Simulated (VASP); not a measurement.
# In4Sb3As (P-43m) in VASP: relaxation of cell and atoms with PBE

Aim: the relaxation of cell and atoms of In4Sb3As with PBE.

Program: VASP 6.6.1. These are calculated values, not measurements. Logs are shortened: lines on timing, memory, paths and dates and some standing lists are left out, and cuts for length are marked.

## 1. The cell of the first run

It takes space group P-43m (No. 215, cubic). Conventional cell: a = 6.526 Å, b = 6.526 Å, c = 6.526 Å, α = 90.00°, β = 90.00°, γ = 90.00°. Within 3.6 Å of In (site symmetry 3m) lie 1 As at 2.73 Å and 3 Sb at 2.86 Å. Sb (site symmetry -42m) has 4 In at 2.86 Å within 3.8 Å. As (site symmetry -43m) has 4 In at 2.73 Å within 3.6 Å.

## 2. Relaxation of cell and atoms, PBE

INCAR reads:

```
ALGO = Fast
EDIFF = 1E-7
EDIFFG = -0.01
ENCUT = 600
GGA = PE
IBRION = 2
ISIF = 3
ISMEAR = 0
LASPH = True
LCHARG = False
LREAL = False
LWAVE = False
NELM = 80
NSW = 100
PREC = Accurate
SIGMA = 0.1
```

KPOINTS reads:

```
k-points
0
Gamma
  6 6 6
```

POSCAR reads:

```
In4Sb3As
1.0
    6.5261802000      0.0000000000      0.0000000000
    0.0000000000      6.5261802000      0.0000000000
    0.0000000000      0.0000000000      6.5261802000
In Sb As
4 3 1
Direct
    0.2416650000      0.7583350000      0.2416650000
    0.2416650000      0.2416650000      0.7583350000
    0.7583350000      0.7583350000      0.7583350000
    0.7583350000      0.2416650000      0.2416650000
    0.0000000000      0.5000000000      0.5000000000
    0.5000000000      0.5000000000      0.0000000000
    0.5000000000      0.0000000000      0.5000000000
    0.0000000000      0.0000000000      0.0000000000
```

Potentials or basis: VASP PAW PBE potentials, release 64 (In_d, Sb, As).

Launch:

```bash
> cat potpaw_PBE.64/In_d/POTCAR potpaw_PBE.64/Sb/POTCAR potpaw_PBE.64/As/POTCAR > POTCAR
> mpirun -np 1 vasp_std > vasp.out
```

OUTCAR:

```text
EDIFF = 1E-7
   EDIFFG = -0.01
   ENCUT = 600
   GGA = PE
   IBRION = 2
   ISIF = 3
   ISMEAR = 0
   LASPH = True
   LREAL = False
   NELM = 80
   NSW = 100
   PREC = Accurate

 ion  position               nearest neighbor table
   1  0.242  0.758  0.242-   8 2.73   6 2.86   7 2.86   5 2.86
   2  0.242  0.242  0.758-   8 2.73   6 2.86   7 2.86   5 2.86
   3  0.758  0.758  0.758-   8 2.73   6 2.86   7 2.86   5 2.86
   4  0.758  0.242  0.242-   8 2.73   6 2.86   7 2.86   5 2.86
   5  0.000  0.500  0.500-   1 2.86   2 2.86   3 2.86   4 2.86
   6  0.500  0.500  0.000-   1 2.86   2 2.86   3 2.86   4 2.86
   7  0.500  0.000  0.500-   1 2.86   2 2.86   3 2.86   4 2.86
   8  0.000  0.000  0.000-   1 2.73   2 2.73   3 2.73   4 2.73

  LATTYP: Found a simple cubic cell.
 ALAT       =     6.5261802000

  Lattice vectors:

 A1 = (   6.5261802000,   0.0000000000,   0.0000000000)
 A2 = (   0.0000000000,   6.5261802000,   0.0000000000)
 A3 = (   0.0000000000,   0.0000000000,   6.5261802000)

Analysis of symmetry for initial positions (statically):
=====================================================================
 Subroutine PRICEL returns:
 Original cell was already a primitive cell.

 Routine SETGRP: Setting up the symmetry group for a
 simple cubic supercell.

 Subroutine GETGRP returns: Found 24 space group operations
 (whereof 24 operations were pure point group operations)
 out of a pool of 48 trial point group operations.

The static configuration has the point symmetry T_d .

Analysis of symmetry for dynamics (positions and initial velocities):
=====================================================================
 Subroutine PRICEL returns:
 Original cell was already a primitive cell.

 Routine SETGRP: Setting up the symmetry group for a
 simple cubic supercell.

 Subroutine GETGRP returns: Found 24 space group operations
 (whereof 24 operations were pure point group operations)
 out of a pool of 48 trial point group operations.

The dynamic configuration has the point symmetry T_d .

 Subroutine INISYM returns: Found 24 space group operations
 (whereof 24 operations are pure point group operations),
 and found     1 'primitive' translations

----------------------------------------------------------------------------------------

                                     Primitive cell

  volume of cell :     277.9567

  direct lattice vectors                    reciprocal lattice vectors
     6.526180200  0.000000000  0.000000000     0.153228990  0.000000000  0.000000000
     0.000000000  6.526180200  0.000000000     0.000000000  0.153228990  0.000000000
     0.000000000  0.000000000  6.526180200     0.000000000  0.000000000  0.153228990

  length of vectors
     6.526180200  6.526180200  6.526180200     0.153228990  0.153228990  0.153228990

  position of ions in fractional coordinates (direct lattice)
     0.241665000  0.758335000  0.241665000
     0.241665000  0.241665000  0.758335000
     0.758335000  0.758335000  0.758335000
     0.758335000  0.241665000  0.241665000
     0.000000000  0.500000000  0.500000000
     0.500000000  0.500000000  0.000000000
     0.500000000  0.000000000  0.500000000
     0.000000000  0.000000000  0.000000000

  ion indices of the primitive-cell ions
   primitive index   ion index
                 1           1
                 2           2
                 3           3
                 4           4
                 5           5
                 6           6
                 7           7
                 8           8

----------------------------------------------------------------------------------------

 KPOINTS: k-points

Automatic generation of k-mesh.
 Grid dimensions read from file:
 generate k-points for:    6    6    6

 Generating k-lattice:

  Cartesian coordinates                     Fractional coordinates (reciprocal lattice)
     0.025538165  0.000000000  0.000000000     0.166666667  0.000000000  0.000000000
     0.000000000  0.025538165  0.000000000     0.000000000  0.166666667  0.000000000
     0.000000000  0.000000000  0.025538165     0.000000000  0.000000000  0.166666667

  Length of vectors
     0.025538165  0.025538165  0.025538165

  Shift w.r.t. Gamma in fractional coordinates (k-lattice)
     0.000000000  0.000000000  0.000000000

 Subroutine IBZKPT returns following result:
 ===========================================

 Found     20 irreducible k-points:

 Following reciprocal coordinates:
            Coordinates               Weight
  0.000000  0.000000  0.000000      1.000000
  0.166667  0.000000  0.000000      6.000000
  0.333333  0.000000  0.000000      6.000000
  0.500000  0.000000  0.000000      3.000000
  0.166667  0.166667  0.000000     12.000000
  0.333333  0.166667  0.000000     24.000000
[... 12 lines left out ...]
  0.500000  0.500000  0.333333      6.000000
  0.500000  0.500000  0.500000      1.000000
   k-points           NKPTS =     20   k-points in BZ     NKDIM =     20   number of bands    NBANDS=     43
   number of dos      NEDOS =    301   number of ions     NIONS =      8
   total plane-waves  NPLWV = 157464
   dimension x,y,z NGX =    54 NGY =   54 NGZ =   54
   dimension x,y,z NGXF=   108 NGYF=  108 NGZF=  108
   ions per type =               4   3   1
   NGX,Y,Z   is equivalent  to a cutoff of  13.76, 13.76, 13.76 a.u.
   NGXF,Y,Z  is equivalent  to a cutoff of  27.51, 27.51, 27.51 a.u.
 SYSTEM =  unknown system
   PREC   = accura    normal or accurate (medium, high low for compatibility)
   ISTART =      0    job   : 0-new  1-cont  2-samecut
   ICHARG =      2    charge: 1-file 2-atom 10-const
   ISPIN  =      1    spin polarized calculation?
   LNONCOLLINEAR =      F non collinear calculations
   LSORBIT =      F    spin-orbit coupling
   LASPH  =      T    aspherical Exc in radial PAW
   ENCUT  =  600.0 eV  44.10 Ry    6.64 a.u.  13.03 13.03 13.03*2*pi/ulx,y,z
   NELM   =     80;   NELMIN=  2; NELMDL= -5     # of ELM steps
   EDIFF  = 0.1E-06   stopping-criterion for ELM
   LREAL  =      F    real-space projection
   EDIFFG = -.1E-01   stopping-criterion for IOM
   NSW    =    100    number of steps for IOM
   IBRION =      2    ionic relax: 0-MD 1-quasi-New 2-CG
   NFREE  =      1    steps in history (QN), initial steepest desc. (CG)
   ISIF   =      3    stress and relaxation
   ISYM   =      2    0-nonsym 1-usesym 2-fastsym
   POTIM  = 0.5000    time-step for ionic-motion
   TEBEG  =    0.0;   TEEND  =   0.0 temperature during run
   PSTRESS=    0.0 pullay stress
   NELECT =      72.0000    total number of electrons
   NUPDOWN=      -1.0000    fix difference up-down
   EMIN   =  10.00;   EMAX   =-10.00  energy-range for DOS
   EFERMI =   0.00;   METHOD = LEGACY
   ISMEAR =     0;   SIGMA  =   0.10  broadening in eV -4-tet -1-fermi 0-gaus
   EFERMI_NEDOS =   21; number of points for ismear=-14 and -15
   IALGO  =     68    algorithm
   IMIX   =      4    mixing-type and parameters
     AMIX     =   0.40;   BMIX     =  1.00
     AMIX_MAG =   1.60;   BMIX_MAG =  1.00
  volume/ion in A,a.u.               =      34.74       234.47
  Fermi-wavevector in a.u.,A,eV,Ry     =   1.043582  1.972084 14.817609  1.089064
  Thomas-Fermi vector in A             =   2.178298
   LORBIT       =      0    0 simple, 1 ext, 2 COOP (PROOUT), +10 PAW based schemes
   GGA     = PE    functional components
   LHFCALC =     F    Hartree Fock is set to
   AEXX    =    0.0000 exact exchange contribution
   IVDW    =     0    specifies the selected vdW correction
   LEPSILON=     F    determine dielectric tensor
   LRPA    =     F    only Hartree local field effects (RPA)
 conjugate gradient relaxation of ions
 non-spin polarized calculation
 RMM-DIIS sequential band-by-band and
 Gauss-broadening in eV      SIGMA  =   0.10
  energy-cutoff  :      600.00
  volume of cell :      277.96
 maximum number of plane-waves:      9328
 NGX is ok and might be reduce to    54
   NGX = 27   NGY = 27   NGZ = 27

 number of electron      71.9999980 magnetization

 Free energy of the ion-electron system (eV)
  ---------------------------------------------------
  ext. energy  EPLUGINS =         0.00000000
  ---------------------------------------------------
  free energy    TOTEN  =       -28.46057432 eV

  energy without entropy =      -28.45883860  energy(sigma->0) =      -28.45970646

 E-fermi :   4.3169     XC(G=0):  -8.4818

 val. band max:        4.2945939618   @ k =   0.0000   0.0000   0.0000
 cond. band min:       4.8208951948   @ k =   0.5000   0.5000   0.3333
 fundamental gap:      0.5263012330
 Fermi energy:         4.3169204210

 k-point     1 :       0.0000    0.0000    0.0000
  band No.  band energies     occupation
      1     -10.2507      2.00000
      2     -10.2259      2.00000
      3     -10.2259      2.00000
      4     -10.1575      2.00000
      5     -10.1575      2.00000
      6     -10.1575      2.00000
[... 35 lines left out ...]
     42       5.7661      0.00000
     43       5.9630      0.00000

 k-point     2 :       0.1667    0.0000    0.0000
  band No.  band energies     occupation
      1     -10.2479      2.00000
      2     -10.2227      2.00000
      3     -10.2222      2.00000
      4     -10.1626      2.00000
      5     -10.1551      2.00000
      6     -10.1551      2.00000
[... 35 lines left out ...]
     42       6.1266      0.00000
     43       6.3033      0.00000

 k-point     3 :       0.3333    0.0000    0.0000
  band No.  band energies     occupation
      1     -10.2419      2.00000
      2     -10.2154      2.00000
      3     -10.2117      2.00000
      4     -10.1759      2.00000
      5     -10.1487      2.00000
      6     -10.1487      2.00000
[... 735 lines left out ...]
      6     -10.1461      2.00000
[... 35 lines left out ...]
     42       8.2156      0.00000
     43       8.2506      0.00000

 k-point    20 :       0.5000    0.5000    0.5000
  band No.  band energies     occupation
      1     -10.2279      2.00000
      2     -10.1953      2.00000
      3     -10.1953      2.00000
      4     -10.1953      2.00000
      5     -10.1466      2.00000
      6     -10.1466      2.00000
[... 35 lines left out ...]
     42       8.2578      0.00000
     43       8.3062      0.00000

------------------------ aborting loop because EDIFF is reached ----------------------------------------

  FORCE on cell =-STRESS in cart. coord.  units (eV):
  Direction    XX          YY          ZZ          XY          YZ          ZX
  --------------------------------------------------------------------------------------
  -------------------------------------------------------------------------------------
  Total       -0.0218760     -0.0218760     -0.0218760      0.0000000      0.0000000      0.0000000
  in kB       -0.1260958     -0.1260958     -0.1260958      0.0000000      0.0000000      0.0000000
  external PRESSURE =      -0.1260958 kB  Pullay stress =       0.0000000 kB

 VOLUME and BASIS-vectors are now :
 -----------------------------------------------------------------------------
  energy-cutoff  :      600.00
  volume of cell :      277.96
      direct lattice vectors                 reciprocal lattice vectors
     6.526180200  0.000000000  0.000000000     0.153228990  0.000000000  0.000000000
     0.000000000  6.526180200  0.000000000     0.000000000  0.153228990  0.000000000
     0.000000000  0.000000000  6.526180200     0.000000000  0.000000000  0.153228990

 POSITION                                       TOTAL-FORCE (eV/Angst)
 -----------------------------------------------------------------------------------
      1.57715      4.94903      1.57715        -0.002368      0.002368     -0.002368
      1.57715      1.57715      4.94903        -0.002368     -0.002368      0.002368
      4.94903      4.94903      4.94903         0.002368      0.002368      0.002368
      4.94903      1.57715      1.57715         0.002368     -0.002368     -0.002368
      0.00000      3.26309      3.26309         0.000000     -0.000000     -0.000000
      3.26309      3.26309      0.00000        -0.000000     -0.000000      0.000000
      3.26309      0.00000      3.26309        -0.000000     -0.000000     -0.000000
      0.00000      0.00000      0.00000         0.000000     -0.000000      0.000000
 -----------------------------------------------------------------------------------
    total drift:                               -0.000000     -0.000000      0.000000

  FREE ENERGIE OF THE ION-ELECTRON SYSTEM (eV)
  ---------------------------------------------------
  free  energy   TOTEN  =       -28.4605743198 eV

  energy  without entropy=      -28.4588386047  energy(sigma->0) =      -28.45970646

 reached required accuracy - stopping structural energy minimisation
```

Wall time 8.7 min (1 thread of Oxide Virtual Turin-like, shared host); peak memory 0.54 GiB.

Results:

```
Free energy                  : -28.4606 eV
Pressure after relaxing      : 0.0 GPa
Largest force after relaxing : 0.004 eV/Å
Band gap on the k mesh       : zero (bands 36 and 37 overlap by 0.01 eV)
```

Forces on the atoms (eV/Å):
```
In  -0.002  0.002 -0.002
In  -0.002 -0.002  0.002
In   0.002  0.002  0.002
In   0.002 -0.002 -0.002
Sb   0.000  0.000  0.000
Sb   0.000  0.000  0.000
Sb   0.000  0.000  0.000
As   0.000  0.000  0.000
```

Final structure:
```
In Sb As
1.0
     6.52618    0.00000    0.00000
     0.00000    6.52618    0.00000
     0.00000    0.00000    6.52618
In Sb As
4 3 1
Direct
  0.24166 0.75833 0.24166
  0.24166 0.24166 0.75833
  0.75833 0.75833 0.75833
  0.75833 0.24166 0.24166
  0.00000 0.50000 0.50000
  0.50000 0.50000 0.00000
  0.50000 0.00000 0.50000
  0.00000 0.00000 0.00000
```

Levels at points of the mesh, in eV from the Fermi level:
| k point | band 33 | band 34 | band 35 | band 36 | band 37 | band 38 | band 39 | band 40 |
| --- | --- | --- | --- | --- | --- | --- | --- | --- |
| (0.00, 0.00, 0.00) | -2.03 | -0.70 | -0.02 | -0.02 | -0.02 | 1.40 | 1.40 | 1.45 |
| (0.50, 0.00, 0.00) | -1.47 | -1.47 | -1.15 | -1.15 | 1.59 | 1.78 | 2.22 | 2.46 |
| (0.50, 0.50, 0.00) | -1.16 | -1.16 | -0.91 | -0.73 | 1.65 | 1.86 | 2.14 | 2.14 |
| (0.50, 0.50, 0.50) | -0.84 | -0.84 | -0.68 | -0.68 | -0.03 | 0.62 | 0.62 | 0.62 |

Caveat: the relaxation stopped at its first step, so nothing moved; semilocal functionals underestimate gaps, and a narrow one can read as zero; spin-orbit coupling is left out, which moves the levels of the heavy elements.

The gap in the log of VASP goes by the Fermi energy; the results here count the filled bands.